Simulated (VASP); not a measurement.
Here is a VASP 6.6.1 calculation.

INCAR

```
SYSTEM = KSiSe3
PREC = Accurate
ENCUT = 520
EDIFF = 1E-6
ISMEAR = 0
SIGMA = 0.1
LREAL = .FALSE.
LASPH = .TRUE.
NELM = 100
ALGO = Normal
ISIF = 2
LWAVE = .FALSE.
LCHARG = .TRUE.
GGA = PE
LELF = .TRUE.
LVHAR = .TRUE.
NBANDS = 42
```

File KPOINTS:

```
Automatic mesh
0
G
  8 8 8
  0 0 0
```

Contents of POSCAR:

```
KSiSe3
1.0
   -3.4591993102      3.4591993102      5.1657590366
    3.4591993102     -3.4591993102      5.1657590366
    3.4591993102      3.4591993102     -5.1657590366
K Si Se
2 2 6
Direct
    0.7500000000      0.2500000000      0.5000000000
    0.2500000000      0.7500000000      0.5000000000
    0.5000000000      0.5000000000      0.0000000000
    0.0000000000      0.0000000000      0.0000000000
    0.2958033891      0.7958033891      0.0916067781
    0.7958033891      0.7041966109      0.5000000000
    0.7500000000      0.7500000000      0.0000000000
    0.7041966109      0.2041966109      0.9083932219
    0.2041966109      0.2958033891      0.5000000000
    0.2500000000      0.2500000000      0.0000000000
```

Potentials or basis: VASP PAW PBE potentials, release 64 (K_sv, Si, Se).

Run with:

```bash
$ cat potpaw_PBE.64/K_sv/POTCAR potpaw_PBE.64/Si/POTCAR potpaw_PBE.64/Se/POTCAR > POTCAR
$ mpirun -np 1 vasp_std > vasp.out
```

Question: Predict the largest force.

Answer: 0.004 eV/Å.

Question: Estimate the pressure.

Answer: 0.1 GPa.

Forces on the atoms (eV/Å):
```
K    0.000  0.000  0.000
K    0.000  0.000  0.000
Si   0.000  0.000  0.000
Si   0.000  0.000  0.000
Se   0.003  0.003  0.000
Se  -0.003  0.003  0.000
Se   0.000  0.000  0.000
Se  -0.003 -0.003  0.000
Se   0.003 -0.003  0.000
Se   0.000  0.000  0.000
```
